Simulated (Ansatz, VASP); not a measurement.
**Two plane-wave programs on CO2**

File INCAR:

```
SYSTEM = CO2
ALGO = Normal ; EDIFF = 1E-7
ENCUT = 520 ; GGA = PE
ISIF = 2 ; ISMEAR = 0
LASPH = .True. ; LCHARG = .False.
LREAL = .False. ; LWAVE = .False.
NBANDS = 44 ; NELM = 100
PREC = Accurate ; SIGMA = 0.05
```

Contents of KPOINTS:

```
k-points
0
Gamma
  4 4 4
  0 0 0
```

Contents of POSCAR:

```
CO2
1.0
    6.2557839930      0.0000000000      0.0000000000
    0.0000000000      6.2557839930      0.0000000000
    0.0000000000      0.0000000000      5.6802518657
C O
4 8
Direct
    0.0000000000      0.0000000000      0.0000000000
    0.5000000000      0.0000000000      0.5000000000
    0.5000000000      0.5000000000      0.0000000000
    0.0000000000      0.5000000000      0.5000000000
    0.1114834447      0.1114834447      0.1114834447
    0.3885165553      0.8885165553      0.6114834447
    0.6114834447      0.3885165553      0.8885165553
    0.8885165553      0.6114834447      0.3885165553
    0.8885165553      0.8885165553      0.8885165553
    0.6114834447      0.1114834447      0.3885165553
    0.3885165553      0.6114834447      0.1114834447
    0.1114834447      0.3885165553      0.6114834447
```

Input for Ansatz:

```yaml
crystal:
  lattice:
    - [6.255783993, 0.0, 0.0]
    - [0.0, 6.255783993, 0.0]
    - [0.0, 0.0, 5.6802518657]
  atoms:
    - { symbol: C, position: [0.0, 0.0, 0.0] }
    - { symbol: C, position: [0.5, 0.0, 0.5] }
    - { symbol: C, position: [0.5, 0.5, 0.0] }
    - { symbol: C, position: [0.0, 0.5, 0.5] }
    - { symbol: O, position: [0.1114834447, 0.1114834447, 0.1114834447] }
    - { symbol: O, position: [0.3885165553, 0.8885165553, 0.6114834447] }
    - { symbol: O, position: [0.6114834447, 0.3885165553, 0.8885165553] }
    - { symbol: O, position: [0.8885165553, 0.6114834447, 0.3885165553] }
    - { symbol: O, position: [0.8885165553, 0.8885165553, 0.8885165553] }
    - { symbol: O, position: [0.6114834447, 0.1114834447, 0.3885165553] }
    - { symbol: O, position: [0.3885165553, 0.6114834447, 0.1114834447] }
    - { symbol: O, position: [0.1114834447, 0.3885165553, 0.6114834447] }
basis:
  ecutwfc: 520.0
kpoints:
  mp_grid: { grid: [4, 4, 4] }
hamiltonian:
  xc: pbe
scf:
  occupations: { method: gaussian, width: 0.05 }
output:
  forces: true
  stress: true
  eigenvalues: true
  write_density: true
  write_potential: true
  elf: true
  volumetric_format: npy
```

Alike in both runs: task single point; functional PBE; k mesh 4 × 4 × 4; occupations gaussian, width 0.05 eV; no spin polarisation.

|  | VASP | Ansatz |
| --- | --- | --- |
| version | VASP 6.6.1 | Ansatz 0.2.0 |
| potentials or method | VASP PAW PBE potentials, release 64 (C, O), cutoff 520 eV | scalar-relativistic, plane waves, PAW |
| valence electrons in the cell | 64 | 64 |

|  | VASP | Ansatz | Ansatz less VASP |
| --- | --- | --- | --- |
| gap on the k mesh at the Fermi level (eV) | 6.54 | 6.55 | +0.015 |
| least direct gap on the mesh (eV) | 6.54 | 6.55 | +0.015 |
| pressure (GPa) | 0.7 | -0.5 | -1.19 |
| traceless stress, the component that is largest in VASP (GPa) | 0.10 | 0.27 | +0.169 |
| rms of the force components (eV/Å) | 0.182 | 0.114 | -0.0682 |

Atom by atom the forces differ by 0.296 eV/Å (rms over components). One of these differences is far larger than is usual between the two programs; its cause wasn't traced. The functional is the same, so the differences come from potentials, cutoffs and numerics.

Noted on VASP's run: the standard files for N, O and F lose accuracy on very short bonds.
